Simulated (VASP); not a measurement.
Input of a VASP 6.6.1 run:

The input POSCAR:

```
Ge
1.0
    0.0000000000      2.8024036514      2.8024036514
    2.8024036514      0.0000000000      2.8024036514
    2.8024036514      2.8024036514      0.0000000000
Ge
2
Direct
    0.0000000000      0.0000000000      0.0000000000
    0.2500000000      0.2500000000      0.2500000000
```

The input INCAR.step1:

```
SYSTEM = Ge
PREC = Accurate
ENCUT = 520
ISMEAR = -1
SIGMA = 0.1
LREAL = .FALSE.
LASPH = .TRUE.
NELM = 100
NBANDS = 21
GGA = PE
ALGO = Normal
EDIFF = 1E-4
LWAVE = .TRUE.
LCHARG = .FALSE.
```

INCAR.step2

```
SYSTEM = Ge
PREC = Accurate
ENCUT = 520
EDIFF = 1E-7
ISMEAR = -1
SIGMA = 0.1
LREAL = .FALSE.
LASPH = .TRUE.
NELM = 100
ALGO = Normal
ISIF = 2
LWAVE = .FALSE.
LCHARG = .FALSE.
METAGGA = R2SCAN
LMIXTAU = .TRUE.
NBANDS = 21
ISTART = 1
```

KPOINTS

```
regular mesh
0
G
  10 10 10
  0 0 0
```

Potentials or basis: VASP PAW PBE potentials, release 64 (Ge_d).

Run with:

```bash
$ cat potpaw_PBE.64/Ge_d/POTCAR > POTCAR
$ cp INCAR.step1 INCAR
$ mpirun -np 1 vasp_std > vasp.out
$ cp INCAR.step2 INCAR
$ mpirun -np 1 vasp_std > vasp.out
```

Question: What does it give for the pressure?

Answer: 3.0 GPa.

Question: What does it give for the band gap on the k mesh?

Answer: 0.54 eV, indirect (least direct gap 0.68 eV).

Caveat: the PAW data sets were made with another functional, which shifts forces and pressure a little. r2SCAN opens gaps a little over a GGA but as a rule still falls short of measured ones.
